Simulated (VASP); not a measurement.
Wanted: the native input for a VASP 6.6.1 run.

```
Task                   : single point
Functional             : PBEsol
Potentials or basis    : VASP PAW PBE potentials, release 64 (Cr_pv)
Cutoff                 : 520 eV
k mesh                 : 26 × 26 × 26
Occupations            : fermi-dirac, width 0.1 eV
Spin                   : no spin polarisation
Dipole correction      : no
Further INCAR settings : ALGO = Normal; EDIFF = 1e-06; NBANDS = 12
```

The structure of Cr lies in POSCAR:

```
Cr
1.0
   -1.4074230060      1.4074230060      1.4074230060
    1.4074230060     -1.4074230060      1.4074230060
    1.4074230060      1.4074230060     -1.4074230060
Cr
1
Direct
    0.0000000000      0.0000000000      0.0000000000
```

The input as run:

INCAR

```
SYSTEM = Cr
PREC     = Accurate       ! precision mode
ENCUT    = 520            ! plane-wave cutoff, eV
EDIFF    = 1E-6           ! SCF threshold, eV
ISMEAR   = -1             ! smearing method
SIGMA    = 0.1            ! smearing width, eV
LREAL    = .FALSE.        ! projectors in reciprocal space
LASPH    = .TRUE.         ! aspherical terms in the spheres
NELM     = 100            ! most SCF steps
ALGO     = Normal         ! electronic algorithm
ISIF     = 2              ! what is computed and relaxed
LWAVE    = .FALSE.        ! write WAVECAR
LCHARG   = .TRUE.         ! write CHGCAR
GGA      = PS             ! functional
LELF     = .TRUE.         ! ELF
LVHAR    = .TRUE.       
NBANDS   = 12             ! bands
```

KPOINTS

```
Automatic mesh
0
G
  26 26 26
  0 0 0
```

Potentials or basis: VASP PAW PBE potentials, release 64 (Cr_pv).

Run with:

```console
$ cat potpaw_PBE.64/Cr_pv/POTCAR > POTCAR
$ mpirun -np 1 vasp_std > vasp.out
```

It gave:

```
Pressure               : -0.6 GPa
Band gap on the k mesh : zero (band 6 reaches 13.93 eV, above the bottom of band 7 at 10.38 eV)
```

Caveat: the PAW data sets were made with another functional, which shifts forces and pressure a little; the run has no spin polarisation, though such a crystal can be magnetic.

Wall time 24 s on 1 thread of Intel(R) Xeon(R) 6975P-C (Granite Rapids) (shared host), peak memory 0.17 GiB.
